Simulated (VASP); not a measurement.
Here is a VASP 6.6.1 calculation.

INCAR

```
SYSTEM = KI
PREC = Accurate
ENCUT = 520
EDIFF = 1E-7
ISMEAR = 0
SIGMA = 0.01
LREAL = .FALSE.
LASPH = .TRUE.
NELM = 100
ALGO = Normal
ISIF = 2
LWAVE = .FALSE.
LCHARG = .FALSE.
GGA = PE
NBANDS = 15
```

KPOINTS

```
Automatic mesh
0
G
  4 4 4
  0 0 0
```

Contents of POSCAR:

```
KI
1.0
    0.0000000000      3.9658927787      3.9658927787
    3.9658927787      0.0000000000      3.9658927787
    3.9658927787      3.9658927787      0.0000000000
K I
1 1
Direct
    0.0000000000      0.0000000000      0.0000000000
    0.2500000000      0.2500000000      0.2500000000
```

Potentials or basis: VASP PAW PBE potentials, release 64 (K_sv, I).

Run with:

```console
$ cat potpaw_PBE.64/K_sv/POTCAR potpaw_PBE.64/I/POTCAR > POTCAR
$ mpirun -np 1 vasp_std > vasp.out
```

Task: What does it give for the band gap on the k mesh?

Result: 3.93 eV.

Task: Estimate the pressure.

Result: 0.2 GPa.

Caveat: spin-orbit coupling is left out, which moves the levels of the heavy elements.
